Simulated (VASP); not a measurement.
A run of VASP 6.6.1 is set up as follows.

Contents of INCAR:

```
ALGO = Normal ; EDIFF = 1E-6
ENCUT = 520 ; GGA = PE
GGA_COMPAT = F ; ISIF = 2
ISMEAR = -1 ; ISYM = -1
LASPH = T ; LCHARG = T
LELF = T ; LREAL = Auto
LVHAR = T ; LWAVE = F
NBANDS = 91 ; NELM = 120
PREC = Accurate ; SIGMA = 0.01
```

The input KPOINTS:

```
explicit points
4
Reciprocal
  0.25000000   0.25000000   0.25000000 2
  0.25000000   0.25000000   0.75000000 2
  0.25000000   0.75000000   0.25000000 2
  0.25000000   0.75000000   0.75000000 2
```

The input POSCAR:

```
Al15InN16
1.0
    6.2595139128      0.0000000578      0.0000000000
   -3.1297570064      5.4208980350      0.0000000000
    0.0000000000      0.0000000000     10.0348065929
Al In N
15 1 16
Direct
    0.3354682551      0.1670842980      0.2449691536
    0.3360462520      0.1670566779      0.7535767733
    0.1664356643      0.3356490101      0.9984358002
    0.3367484776      0.6726888119      0.2442597052
    0.1698631412      0.8385090747      0.4982093627
    0.3359514311      0.6725745403      0.7542697389
    0.1649792126      0.8349978094      0.9994781251
    0.8294914916      0.1654974872      0.2443200508
    0.6644073761      0.3331960551      0.4982791281
    0.8303010737      0.1668676283      0.7542155912
    0.6672192928      0.3372969888      0.9993890221
    0.8343168788      0.6682028372      0.2489522405
    0.6673693792      0.8353164382      0.4990743092
    0.8345224998      0.6686191722      0.7481877505
    0.6676784584      0.8346738087      0.9990345757
    0.1629847870      0.3394919796      0.4993224237
    0.3434798743      0.1594878925      0.4319290807
    0.1679812499      0.3340564639      0.1889805952
    0.3332418308      0.1689465205      0.9416210669
    0.1683696029      0.3345059458      0.7096853292
    0.3503412834      0.7009804009      0.4311575875
    0.1658828286      0.8328198619      0.1868571109
    0.3334012423      0.6726218800      0.9421894109
    0.1697880132      0.8348385571      0.6887156778
    0.8014977597      0.1523431386      0.4312020026
    0.6696137351      0.3365602183      0.1867951772
    0.8294980225      0.1687936741      0.9421008846
    0.6681854720      0.3332286439      0.6887436693
    0.8335572667      0.6694318687      0.4395110052
    0.6701145858      0.8321011685      0.1863589814
    0.8324415367      0.6698825472      0.9371182583
    0.6680946872      0.8345334547      0.6897820991
```

Potentials or basis: VASP PAW PBE potentials, release 64 (Al, In_d, N).

Launch:

```console
$ cat potpaw_PBE.64/Al/POTCAR potpaw_PBE.64/In_d/POTCAR potpaw_PBE.64/N/POTCAR > POTCAR
$ mpirun -np 1 vasp_std > vasp.out
```

Question: What does it give for the largest force?

Answer: 0.356 eV/Å.

Question: Predict the band gap on the k mesh.

Answer: 4.59 eV.

Forces in eV/Å, atoms in the order of the input:
```
Al   0.127 -0.078 -0.085
Al   0.123 -0.081 -0.099
Al  -0.114  0.070 -0.109
Al   0.115 -0.067 -0.057
Al  -0.088  0.106 -0.135
Al   0.114 -0.090 -0.094
Al  -0.119  0.082 -0.099
Al   0.113 -0.062 -0.063
Al  -0.138  0.018 -0.139
Al   0.127 -0.063 -0.092
Al  -0.128  0.066 -0.089
Al   0.119 -0.073 -0.115
Al  -0.132  0.073 -0.072
Al   0.121 -0.080 -0.092
Al  -0.118  0.062 -0.077
In   0.058 -0.030  0.048
N    0.298 -0.176  0.042
N   -0.205  0.128  0.111
N    0.200 -0.110  0.139
N   -0.220  0.124  0.251
N   -0.100 -0.245 -0.023
N   -0.202  0.131  0.095
N    0.199 -0.118  0.080
N   -0.181  0.103  0.107
N    0.167  0.206 -0.022
N   -0.213  0.113  0.097
N    0.209 -0.105  0.084
N   -0.179  0.107  0.108
N    0.194 -0.116  0.150
N   -0.176  0.107  0.068
N    0.194 -0.107  0.072
N   -0.163  0.106  0.011
```

Caveat: spin-orbit coupling is left out, which moves the levels of the heavy elements.
